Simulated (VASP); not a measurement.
Input of a VASP 6.6.1 run:

Contents of POSCAR:

```
BaTiO3
1.0
    4.0206163469      0.0000000000      0.0000000000
    0.0000000000      2.8618960016      2.8702186926
    0.0000000000     -2.8618960016      2.8702186926
Ba Ti O
1 1 3
Direct
    0.0000000000      0.0000000000      0.0000000000
    0.5000000000      0.5124000000      0.5124000000
    0.0000000000      0.4874000000      0.4874000000
    0.5000000000      0.5052400000      0.9918400000
    0.5000000000      0.9918400000      0.5052400000
```

INCAR.step1

```
PREC = Accurate ; ENCUT = 520
ISMEAR = 0 ; SIGMA = 0.01
LREAL = F ; LASPH = T
NELM = 100 ; NBANDS = 28
GGA = PE ; ALGO = Normal
EDIFF = 1E-4 ; LWAVE = T
LCHARG = F
```

INCAR.step2

```
PREC = Accurate ; ENCUT = 520
EDIFF = 1E-7 ; ISMEAR = 0
SIGMA = 0.01 ; LREAL = F
LASPH = T ; NELM = 100
ALGO = Normal ; ISIF = 2
LWAVE = F ; LCHARG = F
METAGGA = R2SCAN ; LMIXTAU = T
NBANDS = 28 ; ISTART = 1
```

Contents of KPOINTS:

```
Automatic mesh
0
Gamma
  6 6 6
```

Potentials or basis: VASP PAW PBE potentials, release 64 (Ba_sv, Ti_sv, O).

The run is started by

```bash
$ cat potpaw_PBE.64/Ba_sv/POTCAR potpaw_PBE.64/Ti_sv/POTCAR potpaw_PBE.64/O/POTCAR > POTCAR
$ cp INCAR.step1 INCAR
$ mpirun -np 1 vasp_std > vasp.out
$ cp INCAR.step2 INCAR
$ mpirun -np 1 vasp_std > vasp.out
```

**Question.** Predict the largest force.

**Answer.** 0.353 eV/Å.

**Question.** What does it give for the band gap on the k mesh?

**Answer.** 2.18 eV, indirect (least direct gap 2.42 eV).

Stress tensor (GPa, compression positive):
```
-3.34  0.00  0.00
 0.00 -3.23  0.00
 0.00  0.00 -3.85
```

Caveat: the PAW data sets were made with another functional, which shifts forces and pressure a little; spin-orbit coupling is left out, which moves the levels of the heavy elements. r2SCAN opens gaps a little over a GGA but as a rule still falls short of measured ones.
